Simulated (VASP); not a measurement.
# Al2H3 (P-3m1) in VASP: notebook

Al2H3 is run at these levels: PBE; tasks: single point, relaxation of cell and atoms.

All numbers are computed with VASP 6.6.1; they aren't measurements. Logs are shortened: lines on timing, memory, paths and dates and some standing lists are left out, and cuts for length are marked.

### 1 The cell of the first run

The structure is trigonal, space group P-3m1 (No. 164). The conventional cell has a = 3.220 Å, b = 3.220 Å, c = 4.931 Å, α = 90.00°, β = 90.00°, γ = 120.00°. Al (site symmetry 3m) has 7 H at 1.98 to 2.18 Å within 2.6 Å. Within 2.9 Å of H (site symmetry -3m) lie 6 Al at 2.18 Å and 6 H at 2.59 Å. Within 2.6 Å of H (site symmetry 3m) lie 4 Al at 1.98 to 2.00 Å and 6 H at 2.29 to 2.59 Å.

### 2 Single point, PBE

Contents of INCAR:

```
SYSTEM = Al2H3
PREC = Accurate ; ENCUT = 520
EDIFF = 1E-6 ; ISMEAR = 0
SIGMA = 0.1 ; LREAL = .False.
LASPH = .True. ; NELM = 100
ALGO = Normal ; ISIF = 2
LWAVE = .False. ; LCHARG = .False.
GGA = PE ; NBANDS = 12
```

Contents of KPOINTS:

```
Automatic mesh
0
Gamma
  12 12 8
  0 0 0
```

Contents of POSCAR:

```
Al2H3
1.0
    3.2203545671      0.0000000000      0.0000000000
   -1.6101772836      2.7889088643      0.0000000000
    0.0000000000      0.0000000000      4.9312982130
Al H
2 3
Direct
    0.3333333333      0.6666666667      0.2296485788
    0.6666666667      0.3333333333      0.7703514212
    0.0000000000      0.0000000000      0.0000000000
    0.3333333333      0.6666666667      0.6351264823
    0.6666666667      0.3333333333      0.3648735177
```

Potentials or basis: VASP PAW PBE potentials, release 64 (Al, H).

Started as:

```sh
cat potpaw_PBE.64/Al/POTCAR potpaw_PBE.64/H/POTCAR > POTCAR
mpirun -np 1 vasp_std > vasp.out
```

OUTCAR:

```text
SYSTEM = Al2H3
   PREC = Accurate
   ENCUT = 520
   EDIFF = 1E-6
   ISMEAR = 0
   LREAL = .False.
   LASPH = .True.
   NELM = 100
   ISIF = 2
   GGA = PE

 ion  position               nearest neighbor table
   1  0.333  0.667  0.230-   5 1.98   5 1.98   5 1.98   4 2.00   2 2.93   2 2.93   2 2.93   2 3.25
                             2 3.25   2 3.25
   2  0.667  0.333  0.770-   4 1.98   4 1.98   4 1.98   5 2.00   1 2.93   1 2.93   1 2.93   1 3.25
                             1 3.25   1 3.25
   3  0.000  0.000  0.000-
   4  0.333  0.667  0.635-   2 1.98   2 1.98   2 1.98   1 2.00
   5  0.667  0.333  0.365-   1 1.98   1 1.98   1 1.98   2 2.00

  LATTYP: Found a hexagonal cell.
 ALAT       =     3.2203545671
 C/A-ratio  =     1.5312904558

  Lattice vectors:

 A1 = (   3.2203545671,   0.0000000000,   0.0000000000)
 A2 = (  -1.6101772836,   2.7889088643,   0.0000000000)
 A3 = (   0.0000000000,   0.0000000000,   4.9312982130)

Analysis of symmetry for initial positions (statically):
=====================================================================
 Subroutine PRICEL returns:
 Original cell was already a primitive cell.

 Routine SETGRP: Setting up the symmetry group for a
 hexagonal supercell.

 Subroutine GETGRP returns: Found 12 space group operations
 (whereof 12 operations were pure point group operations)
 out of a pool of 24 trial point group operations.

The static configuration has the point symmetry D_3d.

Analysis of symmetry for dynamics (positions and initial velocities):
=====================================================================
 Subroutine PRICEL returns:
 Original cell was already a primitive cell.

 Routine SETGRP: Setting up the symmetry group for a
 hexagonal supercell.

 Subroutine GETGRP returns: Found 12 space group operations
 (whereof 12 operations were pure point group operations)
 out of a pool of 24 trial point group operations.

The dynamic configuration has the point symmetry D_3d.

 Subroutine INISYM returns: Found 12 space group operations
 (whereof 12 operations are pure point group operations),
 and found     1 'primitive' translations

----------------------------------------------------------------------------------------

                                     Primitive cell

  volume of cell :      44.2893

  direct lattice vectors                    reciprocal lattice vectors
     3.220354567  0.000000000  0.000000000     0.310524813  0.179281584  0.000000000
    -1.610177284  2.788908864  0.000000000     0.000000000  0.358563169  0.000000000
     0.000000000  0.000000000  4.931298213     0.000000000  0.000000000  0.202786357

  length of vectors
     3.220354567  3.220354567  4.931298213     0.358563169  0.358563169  0.202786357

  position of ions in fractional coordinates (direct lattice)
     0.333333333  0.666666667  0.229648579
     0.666666667  0.333333333  0.770351421
     0.000000000  0.000000000  0.000000000
     0.333333333  0.666666667  0.635126482
     0.666666667  0.333333333  0.364873518

  ion indices of the primitive-cell ions
   primitive index   ion index
                 1           1
                 2           2
                 3           3
                 4           4
                 5           5

----------------------------------------------------------------------------------------

 KPOINTS: Automatic mesh

Automatic generation of k-mesh.
 Grid dimensions read from file:
 generate k-points for:   12   12    8

 Generating k-lattice:

  Cartesian coordinates                     Fractional coordinates (reciprocal lattice)
     0.025877068  0.014940132  0.000000000     0.083333333  0.000000000  0.000000000
     0.000000000  0.029880264  0.000000000     0.000000000  0.083333333  0.000000000
     0.000000000  0.000000000  0.025348295     0.000000000  0.000000000  0.125000000

  Length of vectors
     0.029880264  0.029880264  0.025348295

  Shift w.r.t. Gamma in fractional coordinates (k-lattice)
     0.000000000  0.000000000  0.000000000

 Subroutine IBZKPT returns following result:
 ===========================================

 Found    131 irreducible k-points:

 Following reciprocal coordinates:
            Coordinates               Weight
  0.000000  0.000000  0.000000      1.000000
  0.083333  0.000000  0.000000      6.000000
  0.166667  0.000000  0.000000      6.000000
  0.250000  0.000000  0.000000      6.000000
  0.333333  0.000000  0.000000      6.000000
  0.416667  0.000000  0.000000      6.000000
[... 16 lines left out ...]
  0.166667  0.000000  0.125000      6.000000
  0.000000  0.166667  0.125000      6.000000
 [... further k-points ...]
   k-points           NKPTS =    131   k-points in BZ     NKDIM =    131   number of bands    NBANDS=     12
   number of dos      NEDOS =    301   number of ions     NIONS =      5
   total plane-waves  NPLWV =  23040
   dimension x,y,z NGX =    24 NGY =   24 NGZ =   40
   dimension x,y,z NGXF=    48 NGYF=   48 NGZF=   80
   ions per type =               2   3
   NGX,Y,Z   is equivalent  to a cutoff of  12.39, 12.39, 13.48 a.u.
   NGXF,Y,Z  is equivalent  to a cutoff of  24.78, 24.78, 26.97 a.u.
 SYSTEM =  Al2H3
   PREC   = accura    normal or accurate (medium, high low for compatibility)
   ISTART =      0    job   : 0-new  1-cont  2-samecut
   ICHARG =      2    charge: 1-file 2-atom 10-const
   ISPIN  =      1    spin polarized calculation?
   LNONCOLLINEAR =      F non collinear calculations
   LSORBIT =      F    spin-orbit coupling
   LASPH  =      T    aspherical Exc in radial PAW
   ENCUT  =  520.0 eV  38.22 Ry    6.18 a.u.   5.99  5.99  9.17*2*pi/ulx,y,z
   NELM   =    100;   NELMIN=  2; NELMDL= -5     # of ELM steps
   EDIFF  = 0.1E-05   stopping-criterion for ELM
   LREAL  =      F    real-space projection
   EDIFFG = 0.1E-04   stopping-criterion for IOM
   NSW    =      0    number of steps for IOM
   IBRION =     -1    ionic relax: 0-MD 1-quasi-New 2-CG
   NFREE  =      0    steps in history (QN), initial steepest desc. (CG)
   ISIF   =      2    stress and relaxation
   ISYM   =      2    0-nonsym 1-usesym 2-fastsym
   POTIM  = 0.5000    time-step for ionic-motion
   TEBEG  =    0.0;   TEEND  =   0.0 temperature during run
   PSTRESS=    0.0 pullay stress
   NELECT =       9.0000    total number of electrons
   NUPDOWN=      -1.0000    fix difference up-down
   EMIN   =  10.00;   EMAX   =-10.00  energy-range for DOS
   EFERMI =   0.00;   METHOD = LEGACY
   ISMEAR =     0;   SIGMA  =   0.10  broadening in eV -4-tet -1-fermi 0-gaus
   EFERMI_NEDOS =   21; number of points for ismear=-14 and -15
   IALGO  =     38    algorithm
   IMIX   =      4    mixing-type and parameters
     AMIX     =   0.40;   BMIX     =  1.00
     AMIX_MAG =   1.60;   BMIX_MAG =  1.00
  volume/ion in A,a.u.               =       8.86        59.78
  Fermi-wavevector in a.u.,A,eV,Ry     =   0.962475  1.818813 12.603855  0.926357
  Thomas-Fermi vector in A             =   2.091937
   LORBIT       =      0    0 simple, 1 ext, 2 COOP (PROOUT), +10 PAW based schemes
   GGA     = PE    functional components
   LHFCALC =     F    Hartree Fock is set to
   AEXX    =    0.0000 exact exchange contribution
   IVDW    =     0    specifies the selected vdW correction
   LEPSILON=     F    determine dielectric tensor
   LRPA    =     F    only Hartree local field effects (RPA)
 non-spin polarized calculation
 Gauss-broadening in eV      SIGMA  =   0.10
  energy-cutoff  :      520.00
  volume of cell :       44.29
 maximum number of plane-waves:      1212
   NGX = 11   NGY = 11   NGZ = 19

 number of electron       9.0000000 magnetization

 Free energy of the ion-electron system (eV)
  ---------------------------------------------------
  ext. energy  EPLUGINS =         0.00000000
  ---------------------------------------------------
  free energy    TOTEN  =       -15.59237325 eV

  energy without entropy =      -15.58586300  energy(sigma->0) =      -15.58911813

 E-fermi :   6.7730     XC(G=0): -10.0575

 val. band max:        6.7616567937   @ k =   0.2500   0.0833   0.0000
 cond. band min:       6.8120992741   @ k =   0.2500   0.0833   0.1250
 fundamental gap:      0.0504424804
 Fermi energy:         6.7730236679

 k-point     1 :       0.0000    0.0000    0.0000
  band No.  band energies     occupation
      1      -5.8885      2.00000
      2      -0.5543      2.00000
      3       0.0440      2.00000
      4      10.0805      0.00000
      5      11.4265      0.00000
      6      12.6118      0.00000
      7      12.6118      0.00000
      8      13.6947      0.00000
      9      13.6947      0.00000
     10      16.1362      0.00000
     11      17.3085      0.00000
     12      17.3841      0.00000

 k-point     2 :       0.0833    0.0000    0.0000
  band No.  band energies     occupation
      1      -5.7629      2.00000
      2      -0.4547      2.00000
      3       0.1446      2.00000
      4       9.1543      0.00000
      5      10.3770      0.00000
      6      11.7492      0.00000
      7      12.7432      0.00000
      8      14.7605      0.00000
      9      14.9355      0.00000
     10      15.0174      0.00000
     11      16.5322      0.00000
     12      16.7737      0.00000

 k-point     3 :       0.1667    0.0000    0.0000
  band No.  band energies     occupation
      1      -5.3878      2.00000
      2      -0.1675      2.00000
      3       0.4289      2.00000
      4       7.2299      0.00000
      5       9.0988      0.00000
      6      10.7257      0.00000
      7      12.8583      0.00000
      8      13.0083      0.00000
      9      14.2026      0.00000
     10      15.6692      0.00000
     11      15.7793      0.00000
     12      16.3451      0.00000

 k-point     4 :       0.2500    0.0000    0.0000
  band No.  band energies     occupation
      1      -4.7686      2.00000
      2       0.2415      2.00000
      3       0.8298      2.00000
      4       5.3662      2.00000
      5       7.9807      0.00000
      6       9.9074      0.00000
      7      10.7561      0.00000
      8      12.0888      0.00000
      9      13.5204      0.00000
     10      15.0006      0.00000
     11      15.1594      0.00000
     12      15.8520      0.00000

 k-point     5 :       0.3333    0.0000    0.0000
  band No.  band energies     occupation
      1      -3.9169      2.00000
      2       0.4052      2.00000
      3       1.2789      2.00000
      4       4.1949      2.00000
      5       6.9413      0.01735
      6       8.8290      0.00000
      7       9.3187      0.00000
      8      10.8968      0.00000
      9      13.2381      0.00000
     10      14.4653      0.00000
     11      14.6896      0.00000
     12      15.2591      0.00000
[... 228 lines left out ...]
      1      -5.6719      2.00000
      2      -1.4478      2.00000
      3       1.2408      2.00000
      4       9.1599      0.00000
      5      10.5709      0.00000
      6      11.8327      0.00000
      7      12.4540      0.00000
      8      14.0779      0.00000
      9      14.8608      0.00000
     10      15.2275      0.00000
     11      15.7098      0.00000
     12      15.8660      0.00000

 k-point    22 :       0.0000    0.0833    0.1250
  band No.  band energies     occupation
      1      -5.6718      2.00000
      2      -1.4500      2.00000
      3       1.2468      2.00000
      4       9.2042      0.00000
      5      10.2796      0.00000
      6      11.8312      0.00000
      7      12.9555      0.00000
      8      14.4822      0.00000
      9      14.7689      0.00000
     10      14.7719      0.00000
     11      15.8948      0.00000
     12      16.0718      0.00000

 k-point    23 :       0.1667    0.0000    0.1250
  band No.  band energies     occupation
      1      -5.2978      2.00000
      2      -1.1185      2.00000
      3       1.4391      2.00000
      4       7.3835      0.00000
      5       9.3188      0.00000
      6      10.8098      0.00000
      7      11.7909      0.00000
      8      12.4661      0.00000
      9      14.8780      0.00000
     10      14.8969      0.00000
     11      16.2888      0.00000
     12      16.4440      0.00000

 k-point    24 :       0.0000    0.1667    0.1250
  band No.  band energies     occupation
      1      -5.2969      2.00000
      2      -1.1400      2.00000
      3       1.5011      2.00000
      4       7.2812      0.00000
      5       8.9050      0.00000
      6      10.8076      0.00000
      7      12.6794      0.00000
      8      13.7234      0.00000
      9      14.0933      0.00000
     10      14.8189      0.00000
     11      15.0976      0.00000
     12      16.2307      0.00000

 [... further k-points ...]
[... 5 lines left out ...]
  --------------------------------------------------------------------------------------
  -------------------------------------------------------------------------------------
  Total       -0.0393361     -0.0393361     -0.0198744      0.0000000      0.0000000      0.0000000
  in kB       -1.4229915     -1.4229915     -0.7189623      0.0000000      0.0000000      0.0000000
  external PRESSURE =      -1.1883151 kB  Pullay stress =       0.0000000 kB

 VOLUME and BASIS-vectors are now :
 -----------------------------------------------------------------------------
  energy-cutoff  :      520.00
  volume of cell :       44.29
      direct lattice vectors                 reciprocal lattice vectors
     3.220354567  0.000000000  0.000000000     0.310524813  0.179281584  0.000000000
    -1.610177284  2.788908864  0.000000000     0.000000000  0.358563169  0.000000000
     0.000000000  0.000000000  4.931298213     0.000000000  0.000000000  0.202786357

 POSITION                                       TOTAL-FORCE (eV/Angst)
 -----------------------------------------------------------------------------------
     -0.00000      1.85927      1.13247         0.000000      0.000000      0.001794
      1.61018      0.92964      3.79883         0.000000      0.000000     -0.001794
      0.00000      0.00000      0.00000        -0.000000      0.000000     -0.000000
     -0.00000      1.85927      3.13200        -0.000000     -0.000000     -0.002033
      1.61018      0.92964      1.79930        -0.000000      0.000000      0.002033
 -----------------------------------------------------------------------------------
    total drift:                                0.000000      0.000000      0.000000

  FREE ENERGIE OF THE ION-ELECTRON SYSTEM (eV)
  ---------------------------------------------------
  free  energy   TOTEN  =       -15.5923732517 eV

  energy  without entropy=      -15.5858630028  energy(sigma->0) =      -15.58911813
```

Run time: 16 s. Hardware: 1 thread of Intel Xeon 6975P-C (Granite Rapids), shared host; peak memory 0.19 GiB.

What came out:

```yaml
Free_energy: -15.5924 eV
Pressure: -0.1 GPa
```

Forces on the atoms (eV/Å):
```
Al   0.000  0.000  0.002
Al   0.000  0.000 -0.002
H    0.000  0.000  0.000
H    0.000  0.000 -0.002
H    0.000  0.000  0.002
```

### 3 Relaxation of cell and atoms, PBE

This run uses another cell than the first one, of 8.95 Å³/atom, 1.011 times its volume.

Contents of INCAR:

```
SYSTEM = Al2H3
PREC = Accurate
ENCUT = 600
EDIFF = 1E-6
ISMEAR = 0
SIGMA = 0.1
LREAL = .FALSE.
LASPH = .TRUE.
NELM = 60
ALGO = Normal
ISIF = 3
LWAVE = .FALSE.
LCHARG = .FALSE.
GGA = PE
IBRION = 2
NSW = 100
EDIFFG = -0.01
```

Contents of KPOINTS:

```
Automatic mesh
0
G
  12 12 8
  0 0 0
```

Contents of POSCAR:

```
Al2H3
1.0
    3.3855503356      0.0000000000      0.0000000000
   -1.6927751678      2.9319725964      0.0000000000
    0.0000000000      0.0000000000      4.5090799921
Al H
2 3
Direct
    0.3333333333      0.6666666667      0.2327114750
    0.6666666667      0.3333333333      0.7672885250
    0.0000000000      0.0000000000      0.0000000000
    0.3333333333      0.6666666667      0.6458918633
    0.6666666667      0.3333333333      0.3541081367
```

Potentials or basis: VASP PAW PBE potentials, release 64 (Al, H).

Started as:

```sh
cat potpaw_PBE.64/Al/POTCAR potpaw_PBE.64/H/POTCAR > POTCAR
mpirun -np 1 vasp_std > vasp.out
```

It took 1.8 min on 1 thread of Intel Xeon 6975P-C (Granite Rapids), shared host; peak memory 0.2 GiB.

Results (log left out):

| Item | Value |
| --- | --- |
| Free energy | -15.5930 eV |
| Relaxed volume | 8.85 Å³/atom |
| Relaxed cell | a = 3.220 Å, b = 3.220 Å, c = 4.929 Å, α = 90.00°, β = 90.00°, γ = 120.00° |
| Space group after relaxing (to 0.05 Å) | P-3m1 (No. 164) |
| Energy gained by relaxing | 5.5 meV/atom |
| Ionic steps | 13 |
| Pressure after relaxing | 0.0 GPa |
| Largest force after relaxing | 0.008 eV/Å |

Forces in eV/Å, atoms in the order of the input:
```
Al   0.000  0.000  0.005
Al   0.000  0.000 -0.005
H    0.000  0.000  0.000
H    0.000  0.000  0.008
H    0.000  0.000 -0.008
```

The path:
```
step  energy change (eV)  largest force (eV/Å)  pressure (GPa)  volume (Å³)
   1              0.0000                0.0225            0.20        44.76
   2             -0.0038                0.0331            0.04        44.83
   3             -0.0114                0.0581           -0.47        45.04
   4             -0.0160                0.0829           -1.25        45.42
   5             -0.0209                0.0724           -0.67        44.93
   6             -0.0241                0.0564            0.18        44.25
   7             -0.0243                0.0499            0.43        44.06
   8             -0.0255                0.0323            0.34        44.10
   9             -0.0269                0.0317            0.12        44.19
  10             -0.0270                0.0320            0.04        44.22
  11             -0.0273                0.0173           -0.04        44.28
  12             -0.0273                0.0162           -0.05        44.29
  13             -0.0274                0.0085            0.01        44.24
```

Final structure:
```
Al H
1.0
     3.21954    0.00000    0.00000
    -1.60977    2.78820    0.00000
     0.00000    0.00000    4.92861
Al H
2 3
Direct
  0.33333 0.66667 0.22952
  0.66667 0.33333 0.77048
  0.00000 0.00000 0.00000
  0.33333 0.66667 0.63438
  0.66667 0.33333 0.36562
```

Levels at points of the mesh, in eV from the Fermi level:
```csv
k point,band 1,band 2,band 3,band 4,band 5,band 6,band 7,band 8
"(0.00, 0.00, 0.00)",-12.67,-7.34,-6.71,3.29,4.66,5.84,5.84,6.92
"(0.50, 0.00, 0.00)",-8.63,-8.14,-4.64,-2.26,-0.88,-0.54,2.07,3.11
"(0.00, 0.00, 0.50)",-11.23,-11.20,-2.29,2.04,5.15,5.44,7.10,7.10
"(0.50, 0.00, 0.50)",-8.14,-7.05,-6.88,-4.61,1.58,1.99,3.15,3.79
```
